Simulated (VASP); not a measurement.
# AlGaN2: single point with LDA

Crystal: AlGaN2.

```xyz
4
Lattice="3.0701 0.0000 0.0000 0.0000 3.0701 0.0000 0.0000 0.0000 4.3179" Properties=species:S:1:pos:R:3 pbc="T T T"
Al    1.5350    1.5350    2.1589
Ga    0.0000    0.0000    0.0000
N     1.5350    0.0000    3.1949
N     0.0000    1.5350    1.1229
```

```json
{
  "Program": "VASP 6.6.1",
  "Task": "single point",
  "Functional": "LDA",
  "Potentials or basis": "VASP PAW LDA potentials, release 64 (Al, Ga_d, N_h)",
  "Cutoff": "910 eV",
  "k mesh": "8 × 8 × 6",
  "Occupations": "gaussian, width 0.02 eV",
  "Spin": "no spin polarisation"
}
```

| Item | Value |
| --- | --- |
| Pressure | 10.9 GPa |
| Largest force | 0.035 eV/Å |
| Band gap on the k mesh | 3.26 eV, indirect (least direct gap 3.40 eV) |

Forces in eV/Å, atoms in the order of the input:
```
Al   0.000  0.000  0.000
Ga   0.000  0.000  0.000
N    0.000  0.000 -0.035
N    0.000  0.000  0.035
```

Levels at points of the mesh, in eV from the valence-band top:
| k point | band 10 | band 11 | band 12 | band 13 | band 14 | band 15 | band 16 | band 17 |
| --- | --- | --- | --- | --- | --- | --- | --- | --- |
| (0.00, 0.00, 0.00) | -2.52 | -0.25 | 0.00 | 0.00 | 3.40 | 3.53 | 7.82 | 11.64 |
| (0.50, 0.00, 0.00) | -3.17 | -3.05 | -1.05 | -0.77 | 7.32 | 7.65 | 8.22 | 8.80 |
| (0.50, 0.50, 0.00) | -2.48 | -2.45 | -2.45 | -2.42 | 3.26 | 3.26 | 6.62 | 8.96 |
| (0.00, 0.00, 0.50) | -1.71 | -1.71 | -1.06 | -1.06 | 5.50 | 5.65 | 8.42 | 9.52 |
| (0.50, 0.00, 0.50) | -1.02 | -0.94 | -0.63 | -0.62 | 5.69 | 7.03 | 9.44 | 9.79 |
| (0.50, 0.50, 0.50) | -4.34 | -3.52 | -3.52 | -3.50 | 6.27 | 6.27 | 9.54 | 11.11 |

Run time: 66 s on 1 thread of Intel(R) Xeon(R) Platinum 8488C (Sapphire Rapids), on a shared host, peak memory 0.24 GiB.

Caveat: the cutoff is under 1.25 times the usual one of these potentials, so pressure, stress and relaxed cells hold a basis-set (Pulay) error. A k mesh can miss the band edges.
